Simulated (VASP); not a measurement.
# SnO2 (I4mm) in VASP: single point with PBEsol

Aim: the single point of SnO2 with PBEsol.

Everything below comes from runs of VASP 6.6.1. Logs are shortened: lines on timing, memory, paths and dates and some standing lists are left out, and cuts for length are marked.

## 1. The cell of the first run

The structure is tetragonal, space group I4mm (No. 107). The conventional cell has a = 3.701 Å, b = 3.701 Å, c = 5.312 Å, α = 90.00°, β = 90.00°, γ = 90.00°. Within 2.7 Å of Sn (site symmetry 4mm) lie 8 O at 2.01 to 2.63 Å. O (site symmetry 2mm) has 4 Sn at 2.01 to 2.63 Å and 6 O at 2.62 to 2.66 Å within 2.7 Å.

## 2. Single point, PBEsol (strained and its atoms moved)

Input file INCAR:

```
ALGO = Normal
EDIFF = 1E-7
ENCUT = 520
GGA = PS
ISIF = 2
ISMEAR = 0
LASPH = T
LCHARG = F
LREAL = F
LWAVE = F
NBANDS = 20
NELM = 60
PREC = Accurate
SIGMA = 0.1
```

Input file KPOINTS:

```
k-points
0
Gamma
  12 12 12
```

Input file POSCAR:

```
SnO2
1.0
    0.0000000000      2.6171383050      2.6171383050
    2.6557505550      0.0000000000      2.6171383050
    2.6557505550      2.6171383050      0.0000000000
Sn O
1 2
Direct
    0.0686738128     -0.0686738128     -0.0686738128
    0.2156630936      0.2843369064      0.2843369064
    0.7156630936      0.7843369064      0.7843369064
```

Potentials or basis: VASP PAW PBE potentials, release 64 (Sn_d, O).

Launch:

```
$ cat potpaw_PBE.64/Sn_d/POTCAR potpaw_PBE.64/O/POTCAR > POTCAR
$ mpirun -np 1 vasp_std > vasp.out
```

OUTCAR:

```text
EDIFF = 1E-7
   ENCUT = 520
   GGA = PS
   ISIF = 2
   ISMEAR = 0
   LASPH = T
   LREAL = F
   NELM = 60
   PREC = Accurate

 ion  position               nearest neighbor table
   1  0.069  0.931  0.931-   3 2.01   3 2.01   2 2.01   2 2.01   3 2.63   3 2.63   2 2.63   2 2.63

   2  0.216  0.284  0.284-   1 2.01   1 2.01   1 2.63   1 2.63
   3  0.716  0.784  0.784-   1 2.01   1 2.01   1 2.63   1 2.63

  LATTYP: Found a body centered tetragonal cell.
 ALAT       =     3.7011924855
 C/A-ratio  =     1.4350783243

  Lattice vectors:

 A1 = (   2.6557505550,   0.0000000000,   2.6171383050)
 A2 = (   2.6557505550,   0.0000000000,  -2.6171383050)
 A3 = (  -2.6557505550,   2.6171383050,   0.0000000000)

Analysis of symmetry for initial positions (statically):
=====================================================================
 Subroutine PRICEL returns:
 Original cell was already a primitive cell.

 Routine SETGRP: Setting up the symmetry group for a
 body centered tetragonal supercell.

 Subroutine GETGRP returns: Found  8 space group operations
 (whereof  8 operations were pure point group operations)
 out of a pool of 16 trial point group operations.

The static configuration has the point symmetry C_4v.

Analysis of symmetry for dynamics (positions and initial velocities):
=====================================================================
 Subroutine PRICEL returns:
 Original cell was already a primitive cell.

 Routine SETGRP: Setting up the symmetry group for a
 body centered tetragonal supercell.

 Subroutine GETGRP returns: Found  8 space group operations
 (whereof  8 operations were pure point group operations)
 out of a pool of 16 trial point group operations.

The dynamic configuration has the point symmetry C_4v.

 Subroutine INISYM returns: Found  8 space group operations
 (whereof  8 operations are pure point group operations),
 and found     1 'primitive' translations

----------------------------------------------------------------------------------------

                                     Primitive cell

  volume of cell :      36.3807

  direct lattice vectors                    reciprocal lattice vectors
     0.000000000  2.617138305  2.617138305    -0.188270694  0.191048367  0.191048367
     2.655750555  0.000000000  2.617138305     0.188270694 -0.191048367  0.191048367
     2.655750555  2.617138305  0.000000000     0.188270694  0.191048367 -0.191048367

  length of vectors
     3.701192486  3.728595435  3.728595435     0.329309598  0.329309598  0.329309598

  position of ions in fractional coordinates (direct lattice)
     0.068673813  0.931326187  0.931326187
     0.215663094  0.284336906  0.284336906
     0.715663094  0.784336906  0.784336906

  ion indices of the primitive-cell ions
   primitive index   ion index
                 1           1
                 2           2
                 3           3

----------------------------------------------------------------------------------------

 KPOINTS: k-points

Automatic generation of k-mesh.
 Grid dimensions read from file:
 generate k-points for:   12   12   12

 Generating k-lattice:

  Cartesian coordinates                     Fractional coordinates (reciprocal lattice)
    -0.015689224  0.015920697  0.015920697     0.083333333  0.000000000  0.000000000
     0.015689224 -0.015920697  0.015920697     0.000000000  0.083333333 -0.000000000
     0.015689224  0.015920697 -0.015920697     0.000000000 -0.000000000  0.083333333

  Length of vectors
     0.027442467  0.027442467  0.027442467

  Shift w.r.t. Gamma in fractional coordinates (k-lattice)
     0.000000000  0.000000000  0.000000000

 Subroutine IBZKPT returns following result:
 ===========================================

 Found    163 irreducible k-points:

 Following reciprocal coordinates:
            Coordinates               Weight
  0.000000  0.000000  0.000000      1.000000
  0.083333  0.000000  0.000000      8.000000
  0.166667  0.000000  0.000000      8.000000
  0.250000 -0.000000 -0.000000      8.000000
  0.333333  0.000000  0.000000      8.000000
  0.416667 -0.000000 -0.000000      8.000000
[... 16 lines left out ...]
  0.500000  0.166667 -0.000000     16.000000
 -0.416667  0.166667  0.000000     16.000000
 [... further k-points ...]
   k-points           NKPTS =    163   k-points in BZ     NKDIM =    163   number of bands    NBANDS=     20
   number of dos      NEDOS =    301   number of ions     NIONS =      3
   total plane-waves  NPLWV =  21952
   dimension x,y,z NGX =    28 NGY =   28 NGZ =   28
   dimension x,y,z NGXF=    56 NGYF=   56 NGZF=   56
   ions per type =               1   2
   NGX,Y,Z   is equivalent  to a cutoff of  12.58, 12.48, 12.48 a.u.
   NGXF,Y,Z  is equivalent  to a cutoff of  25.15, 24.97, 24.97 a.u.
 SYSTEM =  unknown system
   PREC   = accura    normal or accurate (medium, high low for compatibility)
   ISTART =      0    job   : 0-new  1-cont  2-samecut
   ICHARG =      2    charge: 1-file 2-atom 10-const
   ISPIN  =      1    spin polarized calculation?
   LNONCOLLINEAR =      F non collinear calculations
   LSORBIT =      F    spin-orbit coupling
   LASPH  =      T    aspherical Exc in radial PAW
   ENCUT  =  520.0 eV  38.22 Ry    6.18 a.u.   6.88  6.93  6.93*2*pi/ulx,y,z
   NELM   =     60;   NELMIN=  2; NELMDL= -5     # of ELM steps
   EDIFF  = 0.1E-06   stopping-criterion for ELM
   LREAL  =      F    real-space projection
   EDIFFG = 0.1E-05   stopping-criterion for IOM
   NSW    =      0    number of steps for IOM
   IBRION =     -1    ionic relax: 0-MD 1-quasi-New 2-CG
   NFREE  =      0    steps in history (QN), initial steepest desc. (CG)
   ISIF   =      2    stress and relaxation
   ISYM   =      2    0-nonsym 1-usesym 2-fastsym
   POTIM  = 0.5000    time-step for ionic-motion
   TEBEG  =    0.0;   TEEND  =   0.0 temperature during run
   PSTRESS=    0.0 pullay stress
   NELECT =      26.0000    total number of electrons
   NUPDOWN=      -1.0000    fix difference up-down
   EMIN   =  10.00;   EMAX   =-10.00  energy-range for DOS
   EFERMI =   0.00;   METHOD = LEGACY
   ISMEAR =     0;   SIGMA  =   0.10  broadening in eV -4-tet -1-fermi 0-gaus
   EFERMI_NEDOS =   21; number of points for ismear=-14 and -15
   IALGO  =     38    algorithm
   IMIX   =      4    mixing-type and parameters
     AMIX     =   0.40;   BMIX     =  1.00
     AMIX_MAG =   1.60;   BMIX_MAG =  1.00
  volume/ion in A,a.u.               =      12.13        81.84
  Fermi-wavevector in a.u.,A,eV,Ry     =   1.463667  2.765930 29.148065  2.142322
  Thomas-Fermi vector in A             =   2.579735
   LORBIT       =      0    0 simple, 1 ext, 2 COOP (PROOUT), +10 PAW based schemes
   GGA     = PS    functional components
   LHFCALC =     F    Hartree Fock is set to
   AEXX    =    0.0000 exact exchange contribution
   IVDW    =     0    specifies the selected vdW correction
   LEPSILON=     F    determine dielectric tensor
   LRPA    =     F    only Hartree local field effects (RPA)
 non-spin polarized calculation
 Gauss-broadening in eV      SIGMA  =   0.10
  energy-cutoff  :      520.00
  volume of cell :       36.38
 maximum number of plane-waves:       997
   NGX = 13   NGY = 13   NGZ = 13

 number of electron      26.0000012 magnetization

 Free energy of the ion-electron system (eV)
  ---------------------------------------------------
  ext. energy  EPLUGINS =         0.00000000
  ---------------------------------------------------
  free energy    TOTEN  =       -18.22124763 eV

  energy without entropy =      -18.21993426  energy(sigma->0) =      -18.22059095

 E-fermi :   6.7115     XC(G=0): -11.5263

 val. band max:        6.7100668950   @ k =   0.0833   0.0833   0.0000
 cond. band min:       6.8639087487   @ k =   0.0000   0.0833   0.0833
 fundamental gap:      0.1538418537
 Fermi energy:         6.7115445363

 k-point     1 :       0.0000    0.0000    0.0000
  band No.  band energies     occupation
      1     -14.6601      2.00000
      2     -14.3497      2.00000
      3     -14.2474      2.00000
      4     -14.2474      2.00000
      5     -13.9372      2.00000
      6     -12.5748      2.00000
[... 12 lines left out ...]
     19      20.6090      0.00000
     20      21.1289      0.00000

 k-point     2 :       0.0833    0.0000    0.0000
  band No.  band energies     occupation
      1     -14.6590      2.00000
      2     -14.3538      2.00000
      3     -14.2441      2.00000
      4     -14.2417      2.00000
      5     -13.9382      2.00000
      6     -12.5123      2.00000
[... 12 lines left out ...]
     19      20.7393      0.00000
     20      21.0938      0.00000

 k-point     3 :       0.1667    0.0000    0.0000
  band No.  band energies     occupation
      1     -14.6577      2.00000
      2     -14.3680      2.00000
      3     -14.2351      2.00000
      4     -14.2243      2.00000
      5     -13.9408      2.00000
      6     -12.3220      2.00000
[... 12 lines left out ...]
     19      21.0053      0.00000
     20      21.1869      0.00000

 k-point     4 :       0.2500   -0.0000   -0.0000
  band No.  band energies     occupation
      1     -14.6605      2.00000
      2     -14.3903      2.00000
      3     -14.2234      2.00000
      4     -14.1984      2.00000
      5     -13.9438      2.00000
      6     -12.0027      2.00000
[... 12 lines left out ...]
     19      20.8859      0.00000
     20      21.9680      0.00000

 k-point     5 :       0.3333    0.0000    0.0000
  band No.  band energies     occupation
      1     -14.6691      2.00000
      2     -14.4125      2.00000
      3     -14.2123      2.00000
      4     -14.1716      2.00000
      5     -13.9460      2.00000
      6     -11.5676      2.00000
[... 12 lines left out ...]
     19      20.7353      0.00000
     20      22.2457      0.00000
[... 353 lines left out ...]
      6     -11.6742      2.00000
[... 12 lines left out ...]
     19      21.6642      0.00000
     20      23.3727      0.00000

 k-point    22 :       0.4167    0.1667   -0.0000
  band No.  band energies     occupation
      1     -14.6080      2.00000
      2     -14.4206      2.00000
      3     -14.2063      2.00000
      4     -14.1518      2.00000
      5     -13.9602      2.00000
      6     -11.2228      2.00000
[... 12 lines left out ...]
     19      21.6233      0.00000
     20      23.5040      0.00000

 k-point    23 :       0.5000    0.1667   -0.0000
  band No.  band energies     occupation
      1     -14.6132      2.00000
      2     -14.4427      2.00000
      3     -14.2023      2.00000
      4     -14.1440      2.00000
      5     -13.9591      2.00000
      6     -10.7139      2.00000
[... 12 lines left out ...]
     19      21.3715      0.00000
     20      23.6279      0.00000

 k-point    24 :      -0.4167    0.1667    0.0000
  band No.  band energies     occupation
      1     -14.6243      2.00000
      2     -14.4457      2.00000
      3     -14.2021      2.00000
      4     -14.1523      2.00000
      5     -13.9558      2.00000
      6     -10.6619      2.00000
[... 12 lines left out ...]
     19      21.0443      0.00000
     20      23.8753      0.00000

 [... further k-points ...]
[... 5 lines left out ...]
  --------------------------------------------------------------------------------------
  -------------------------------------------------------------------------------------
  Total       -0.6314487      1.2597104      1.2597104     -0.0000000      0.0000000      0.0000000
  in kB      -27.8085285     55.4767050     55.4767050     -0.0000000      0.0000000      0.0000000
  external PRESSURE =      27.7149605 kB  Pullay stress =       0.0000000 kB

 VOLUME and BASIS-vectors are now :
 -----------------------------------------------------------------------------
  energy-cutoff  :      520.00
  volume of cell :       36.38
      direct lattice vectors                 reciprocal lattice vectors
     0.000000000  2.617138305  2.617138305    -0.188270694  0.191048367  0.191048367
     2.655750555  0.000000000  2.617138305     0.188270694 -0.191048367  0.191048367
     2.655750555  2.617138305  0.000000000     0.188270694  0.191048367 -0.191048367

 POSITION                                       TOTAL-FORCE (eV/Angst)
 -----------------------------------------------------------------------------------
      4.94674      2.61714      2.61714         2.724808      0.000000      0.000000
      1.51026      1.30857      1.30857        -1.362404      0.000000      0.000000
      4.16601      3.92571      3.92571        -1.362404      0.000000      0.000000
 -----------------------------------------------------------------------------------
    total drift:                                0.000558      0.000001      0.000001

  FREE ENERGIE OF THE ION-ELECTRON SYSTEM (eV)
  ---------------------------------------------------
  free  energy   TOTEN  =       -18.2212476342 eV

  energy  without entropy=      -18.2199342563  energy(sigma->0) =      -18.22059095
```

Run time: 95 s. Hardware: 1 thread of AMD EPYC 7R13 (Zen 3), shared host; peak memory 0.21 GiB.

Results:

| Property | Result |
| --- | --- |
| Free energy | -18.2212 eV |
| Pressure | 2.8 GPa |
| Largest force | 2.725 eV/Å |
| Band gap on the k mesh | zero (band 13 reaches 6.69 eV, above the bottom of band 14 at 5.94 eV) |

Forces in eV/Å, atoms in the order of the input:
```
Sn   2.725  0.000  0.000
O   -1.362  0.000  0.000
O   -1.362  0.000  0.000
```

Stress tensor (GPa, compression positive):
```
-2.78  0.00  0.00
 0.00  5.55  0.00
 0.00  0.00  5.55
```

Caveat: the cell differs from its parent crystal (strained and its atoms moved); the PAW data sets were made with another functional, which shifts forces and pressure a little; spin-orbit coupling is left out, which moves the levels of the heavy elements.
